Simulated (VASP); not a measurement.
Input of a VASP 6.6.1 run:

File INCAR:

```
SYSTEM = AlGa3N4
  ALGO = Normal
  EDIFF = 1E-7
  EDIFFG = -0.01
  ENCUT = 600
  GGA = PS
  IBRION = 2
  ISIF = 4
  ISMEAR = 0
  LASPH = .TRUE.
  LCHARG = .FALSE.
  LREAL = .FALSE.
  LWAVE = .FALSE.
  NELM = 80
  NSW = 50
  PREC = Accurate
  SIGMA = 0.02
```

The input KPOINTS:

```
k-points
0
G
  6 8 6
  0 0 0
```

The input POSCAR:

```
AlGa3N4
1.0
    5.1932688823      0.0000000000      0.0001227070
    0.0000000000      3.1963233223      0.0000000000
   -0.0036211926      0.0000000000      5.5327401821
Al Ga N
1 3 4
Direct
    0.0006034235      0.5000000000      0.6673576246
    0.4991167026      0.5000000000      0.3349195796
    0.4990273840      0.0000000000      0.8315570006
    0.9998617813      0.0000000000      0.1661805284
    0.1196687536      0.5000000000      0.3400974151
    0.1176459797      0.0000000000      0.8263760593
    0.6204436392      0.0000000000      0.1662162869
    0.6312323461      0.5000000000      0.6672965055
```

Potentials or basis: VASP PAW PBE potentials, release 64 (Al, Ga_d, N).

The run is started by

```bash
$ cat potpaw_PBE.64/Al/POTCAR potpaw_PBE.64/Ga_d/POTCAR potpaw_PBE.64/N/POTCAR > POTCAR
$ mpirun -np 1 vasp_std > vasp.out
```

Problem. Predict the band gap on the k mesh.

Solution. 2.17 eV, direct.

Forces in eV/Å, atoms in the order of the input:
```
Al  -0.003  0.000  0.001
Ga  -0.009  0.000 -0.001
Ga  -0.006  0.000  0.000
Ga   0.000  0.000 -0.002
N    0.005  0.000 -0.002
N    0.002  0.000  0.003
N    0.006  0.000  0.003
N    0.004  0.000 -0.004
```

Caveat: the PAW data sets were made with another functional, which shifts forces and pressure a little.
